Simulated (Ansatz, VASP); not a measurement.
## Two plane-wave programs on Te2Mo

File INCAR:

```
PREC     = Accurate       # precision mode
ENCUT    = 520            # plane-wave cutoff, eV
EDIFF    = 1E-6           # SCF threshold, eV
ISMEAR   = 0              # smearing method
SIGMA    = 0.02           # smearing width, eV
LREAL    = False          # projectors in reciprocal space
LASPH    = True           # aspherical terms in the spheres
NELM     = 80             # most SCF steps
ALGO     = Normal         # electronic algorithm
ISIF     = 2              # what is computed and relaxed
LWAVE    = False          # write WAVECAR
LCHARG   = True           # write CHGCAR
GGA      = CA             # functional
LELF     = True           # ELF
LVHAR    = True         
NBANDS   = 20             # bands
```

Contents of KPOINTS:

```
regular mesh
0
Gamma
  12 12 2
```

The input POSCAR:

```
Te2Mo
1.0
    3.6225426825      0.0000000000      0.0000000000
   -1.8112713412      3.1372139893      0.0000000000
    0.0000000000      0.0000000000     18.3082028381
Te Mo
2 1
Direct
    0.3333333333      0.6666666667      0.9051072766
    0.3333333333      0.6666666667      0.0948927234
    0.0000000000      0.0000000000      0.0000000000
```

Input for Ansatz:

```yaml
crystal:
  lattice:
    - [3.6225426825, 0.0, 0.0]
    - [-1.8112713412, 3.1372139893, 0.0]
    - [0.0, 0.0, 18.3082028381]
  atoms:
    - { symbol: Te, position: [0.3333333333, 0.6666666667, 0.9051072766] }
    - { symbol: Te, position: [0.3333333333, 0.6666666667, 0.0948927234] }
    - { symbol: Mo, position: [0.0, 0.0, 0.0] }
basis:
  ecutwfc: 420
kpoints:
  mp_grid: { grid: [12, 12, 2] }
  band_path: { path: [VBM, CBM], npoints: 2 }
hamiltonian:
  xc: lda
scf:
  occupations: { method: gaussian, width: 0.02 }
output:
  forces: true
  stress: true
  eigenvalues: true
checkpoint:
  read: start.run
  write: ck
  compress: false
  write_wavefunctions: false
  write_every: 100000
```

Alike in both runs: task single point; functional LDA; k mesh 12 × 12 × 2; occupations gaussian, width 0.02 eV; no spin polarisation.

|  | VASP | Ansatz |
| --- | --- | --- |
| version | VASP 6.6.1 | Ansatz 0.2.0 |
| potentials or method | VASP PAW LDA potentials, release 64 (Te, Mo_sv), cutoff 520 eV | scalar-relativistic, plane waves, PAW |
| valence electrons in the cell | 26 | 46 |

```csv
,VASP,Ansatz,Ansatz less VASP
gap on the k mesh at the Fermi level (eV),0.88,0.88,+0.001
least direct gap on the mesh (eV),0.88,0.88,+0.001
rms of the force components (eV/Å),0.030,0.003,-0.0269
```

LDA's correlation is that of Perdew and Zunger in VASP and of Perdew and Wang (1992) in Ansatz. Atom by atom the forces differ by 0.027 eV/Å (rms over components). VASP's potentials hold 26 valence electrons a cell and Ansatz's 46, so a difference there can come from the potentials and not from the codes.

Spin-orbit coupling is off throughout.
